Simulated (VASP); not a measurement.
# In (C2/m) in VASP: further runs, part 2 of 2

VASP 6.6.1.

### Step 6. Single point, LDA

The input, INCAR:

```
PREC = Accurate
ENCUT = 520
EDIFF = 1E-6
ISMEAR = -1
SIGMA = 0.01
LREAL = F
LASPH = T
NELM = 80
ALGO = Normal
ISIF = 2
LWAVE = F
LCHARG = F
GGA = CA
NBANDS = 12
```

The input, KPOINTS:

```
regular mesh
0
Gamma
  12 12 14
```

The input, POSCAR:

```
In
1.0
   -1.6019898026      1.6281983263      2.4755659685
    1.6281983263     -1.6019898026      2.4755659685
    1.5260503434      1.5260503434     -2.4583443292
In
1
Direct
    0.0000000000      0.0000000000      0.0000000000
```

Potentials or basis: VASP PAW LDA potentials, release 64 (In_d).

The run is started by

```console
cat potpaw_LDA.64/In_d/POTCAR > POTCAR
mpirun -np 1 vasp_std > vasp.out
```

OUTCAR:

```text
PREC = Accurate
   ENCUT = 520
   EDIFF = 1E-6
   ISMEAR = -1
   LREAL = F
   LASPH = T
   NELM = 80
   ISIF = 2
   GGA = CA

 ion  position               nearest neighbor table
   1  0.000  0.000  0.000-

  Warning from LATTYP: Got some problem with cell dimensions!
  Tried to take original basis but could not verify dimensions!
  LATTYP: Found a base centered monoclinic cell.
 ALAT       =     4.3535228873
 B/A-ratio  =     1.0493055806
 C/A-ratio  =     0.7514043533
 COS(beta)  =    -0.6537684941

  Lattice vectors:

 A1 = (   0.0759394592,  -3.1542486697,  -0.0172216393)
 A2 = (  -3.1542486697,   0.0759394592,  -0.0172216393)
 A3 = (   1.5260503434,   1.5260503434,  -2.4583443292)

Analysis of symmetry for initial positions (statically):
=====================================================================
 Subroutine PRICEL returns:
 Original cell was already a primitive cell.

 Routine SETGRP: Setting up the symmetry group for a
 base centered monoclinic supercell.

 Subroutine GETGRP returns: Found  4 space group operations
 (whereof  4 operations were pure point group operations)
 out of a pool of  4 trial point group operations.

The static configuration has the point symmetry C_2h.

Analysis of symmetry for dynamics (positions and initial velocities):
=====================================================================
 Subroutine PRICEL returns:
 Original cell was already a primitive cell.

 Routine SETGRP: Setting up the symmetry group for a
 base centered monoclinic supercell.

 Subroutine GETGRP returns: Found  4 space group operations
 (whereof  4 operations were pure point group operations)
 out of a pool of  4 trial point group operations.

The dynamic configuration has the point symmetry C_2h.

 Subroutine INISYM returns: Found  4 space group operations
 (whereof  4 operations are pure point group operations),
 and found     1 'primitive' translations

[... 119 lines left out ...]
   AEXX    =    0.0000 exact exchange contribution
   IVDW    =     0    specifies the selected vdW correction
   LEPSILON=     F    determine dielectric tensor
   LRPA    =     F    only Hartree local field effects (RPA)
 non-spin polarized calculation
  energy-cutoff  :      520.00
  volume of cell :       24.61
 maximum number of plane-waves:       676
 NGX is ok and might be reduce to    28
   NGX = 13   NGY = 13   NGZ = 13

 number of electron      12.9999997 magnetization

 Free energy of the ion-electron system (eV)
  ---------------------------------------------------
  ext. energy  EPLUGINS =         0.00000000
  ---------------------------------------------------
  free energy    TOTEN  =        -3.21916847 eV

  energy without entropy =       -3.21904379  energy(sigma->0) =       -3.21910613

 E-fermi :   7.9490     XC(G=0): -10.8201

 val. band max:        7.9438269080   @ k =  -0.0833   0.4167   0.2857
 cond. band min:       7.9575005372   @ k =  -0.1667   0.1667   0.4286
 fundamental gap:      0.0136736292
 Fermi energy:         7.9489838901

 k-point     1 :       0.0000    0.0000    0.0000
  band No.  band energies     occupation
      1      -6.8162      2.00000
      2      -6.6661      2.00000
      3      -6.5996      2.00000
      4      -6.5850      2.00000
      5      -6.4070      2.00000
      6      -2.0658      2.00000
      7      18.7575      0.00000
      8      18.9459      0.00000
      9      19.2813      0.00000
     10      19.8711      0.00000
     11      22.3943      0.00000
     12      22.6321      0.00000
[... 331 lines left out ...]
 k-point    24 :      -0.4167    0.1667    0.0000
  band No.  band energies     occupation
      1      -6.7848      2.00000
      2      -6.6703      2.00000
      3      -6.5670      2.00000
      4      -6.4567      2.00000
      5      -6.3111      2.00000
      6       1.6325      2.00000
      7       8.0608      0.00003
      8      14.1925      0.00000
      9      14.8728      0.00000
     10      17.7095      0.00000
     11      21.8709      0.00000
     12      22.8182      0.00000

 [... further k-points ...]

------------------------ aborting loop because EDIFF is reached ----------------------------------------

  FORCE on cell =-STRESS in cart. coord.  units (eV):
  Direction    XX          YY          ZZ          XY          YZ          ZX
  --------------------------------------------------------------------------------------
  -------------------------------------------------------------------------------------
  Total       -0.0237894     -0.0237894      0.0390726     -0.0194612      0.0045085      0.0045085
  in kB       -1.5484770     -1.5484770      2.5432782     -1.2667485      0.2934645      0.2934641
  external PRESSURE =      -0.1845586 kB  Pullay stress =       0.0000000 kB

 VOLUME and BASIS-vectors are now :
 -----------------------------------------------------------------------------
  energy-cutoff  :      520.00
  volume of cell :       24.61
      direct lattice vectors                 reciprocal lattice vectors
    -1.601989803  1.628198326  2.475565969     0.006516690  0.316096182  0.200266284
     1.628198326 -1.601989803  2.475565969     0.316096182  0.006516690  0.200266284
     1.526050343  1.526050343 -2.458344329     0.324872897  0.324872897 -0.003439391

 POSITION                                       TOTAL-FORCE (eV/Angst)
 -----------------------------------------------------------------------------------
      0.00000      0.00000      0.00000        -0.000000     -0.000000      0.000000
 -----------------------------------------------------------------------------------
    total drift:                                0.000000     -0.000000     -0.000000

  FREE ENERGIE OF THE ION-ELECTRON SYSTEM (eV)
  ---------------------------------------------------
  free  energy   TOTEN  =        -3.2191684733 eV

  energy  without entropy=       -3.2190437925  energy(sigma->0) =       -3.21910613
```

stdout:

```text
POSCAR found type information on POSCAR In
 POSCAR found :  1 types and       1 ions
 scaLAPACK will be used
 LDA part: xc-table for (Slater(with rela. corr.)+CA(PZ))
 , standard interpolation
 POSCAR, INCAR and KPOINTS ok, starting setup
 FFT: planning ... GRIDC
 FFT: planning ... GRID_SOFT
 FFT: planning ... GRID
 WAVECAR not read
 entering main loop
```

Run time: 94 s. Hardware: 1 thread of Intel Xeon Platinum 8259CL at 2.50GHz (Skylake/Cascade Lake), shared host; peak memory 0.26 GiB.

Results:

```
Free energy : -3.2192 eV
Pressure    : 0.0 GPa
```

Stress tensor (GPa, compression positive):
```
-0.15 -0.13  0.03
-0.13 -0.15  0.03
 0.03  0.03  0.25
```

Levels at points of the mesh, in eV from the Fermi level:
```csv
k point,band 3,band 4,band 5,band 6,band 7,band 8,band 9,band 10
"(0.00, 0.00, 0.00)",-14.55,-14.53,-14.36,-10.01,10.81,11.00,11.33,11.92
"(0.50, 0.00, 0.00)",-14.56,-14.29,-14.22,-4.47,-3.66,7.49,9.65,11.59
"(0.50, 0.50, 0.00)",-14.29,-14.28,-14.12,-2.31,-1.82,3.64,4.49,7.57
"(0.00, 0.00, 0.50)",-14.28,-14.25,-14.14,-1.73,-0.94,3.07,3.58,6.85
"(0.50, 0.00, 0.50)",-14.56,-14.29,-14.22,-4.30,-3.60,7.18,9.64,11.27
"(0.50, 0.50, 0.50)",-14.26,-14.24,-14.21,-3.31,-3.08,5.05,5.28,8.87
```

Caveat: spin-orbit coupling is left out, which moves the levels of the heavy elements.

### Step 7. Summary

| k mesh | smearing | gap on the mesh (eV) | pressure (GPa) |
| --- | --- | --- | --- |
| 9 × 9 × 12 | fermi-dirac 0.1 eV | none | 0.2 |
| 12 × 12 × 14 | fermi-dirac 0.1 eV | none | 0.0 |
| 12 × 12 × 14 | fermi-dirac 0.01 eV | none | 0.0 |

Alike in all rows: task single point; level LDA; potentials or basis VASP PAW LDA potentials, release 64 (In_d); no spin polarisation; cell as given; cutoff (eV) 520.

Every run on the cell as given and a fine mesh finds a metal.

Caveats: spin-orbit coupling is left out, which moves the levels of the heavy elements.

Total energies depend on the potentials used, so only differences within one code and one set of settings carry meaning.
